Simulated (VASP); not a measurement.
The system is Ge.

```
CELL_PARAMETERS angstrom
4.05841 0.00000 0.00000
-2.02920 3.51469 0.00000
0.00000 0.00000 6.69299
ATOMIC_POSITIONS crystal
Ge 0.33333 0.66667 0.00032
Ge 0.66667 0.33333 0.50032
Ge 0.33333 0.66667 0.37468
Ge 0.66667 0.33333 0.87468
```

This isn't the form of Ge at room conditions, which is diamond.

```yaml
Program: VASP 6.6.1
Task: relaxation of cell and atoms
Functional: LDA
Potentials_or_basis: VASP PAW LDA potentials, release 64 (Ge_d)
Cutoff: 600 eV
k_mesh: 6 × 6 × 4
Occupations: fermi-dirac, width 0.02 eV
Spin: no spin polarisation
```

At the start: pressure -4.1 GPa; volume 23.87 Å³/atom.

Question: How do energy, volume and symmetry change on relaxing?

Answer: Over 21 steps the energy falls by 23.0 meV/atom and the volume is 22.21 Å³/atom (-6.9 %); space group P6_3/mmc (No. 194, to 0.1 Å) before and after.

Step by step:
| step | energy change (eV) | largest force (eV/Å) | pressure (GPa) | volume (Å³) |
| --- | --- | --- | --- | --- |
| 1 | 0.0000 | 0.0307 | -4.14 | 95.47 |
| 2 | -0.0847 | 0.0006 | 1.48 | 87.19 |
| 3 | -0.0920 | 0.0051 | 0.10 | 88.90 |
| 4 | -0.0920 | 0.0052 | -0.22 | 89.03 |
| 5 | -0.0921 | 0.0195 | -0.16 | 89.02 |
| 6 | -0.0921 | 0.0265 | -0.16 | 89.01 |
| 7 | -0.0922 | 0.0077 | 0.01 | 88.86 |
| 8 | -0.0922 | 0.0063 | 0.04 | 88.85 |
| 9 | -0.0922 | 0.0090 | -0.09 | 88.85 |
| 10 | -0.0922 | 0.0050 | 0.08 | 88.80 |
| 11 | -0.0922 | 0.0086 | 0.06 | 88.82 |
| 12 | -0.0922 | 0.0084 | 0.05 | 88.83 |
| 13 | -0.0922 | 0.0087 | 0.05 | 88.84 |
| 14 | -0.0922 | 0.0094 | -0.06 | 88.85 |
| 15 | -0.0922 | 0.0067 | -0.03 | 88.85 |
| 16 | -0.0922 | 0.0067 | 0.04 | 88.85 |
| 17 | -0.0922 | 0.0074 | 0.03 | 88.85 |
| 18 | -0.0922 | 0.0076 | 0.02 | 88.85 |
| 19 | -0.0922 | 0.0024 | -0.08 | 88.85 |
| 20 | -0.0922 | 0.0051 | 0.00 | 88.85 |
| 21 | -0.0922 | 0.0031 | 0.03 | 88.85 |

Final structure:
```cif
data_structure
_symmetry_space_group_name_H-M 'P 1'
_symmetry_Int_Tables_number 1
_cell_length_a 3.9698
_cell_length_b 3.9698
_cell_length_c 6.5104
_cell_angle_alpha 90.000
_cell_angle_beta 90.000
_cell_angle_gamma 120.000
_cell_volume 88.85
loop_
_atom_site_label
_atom_site_type_symbol
_atom_site_fract_x
_atom_site_fract_y
_atom_site_fract_z
_atom_site_occupancy
Ge1 Ge 0.33333 0.66667 0.99998 1
Ge2 Ge 0.66667 0.33333 0.49998 1
Ge3 Ge 0.33333 0.66667 0.37502 1
Ge4 Ge 0.66667 0.33333 0.87502 1
```
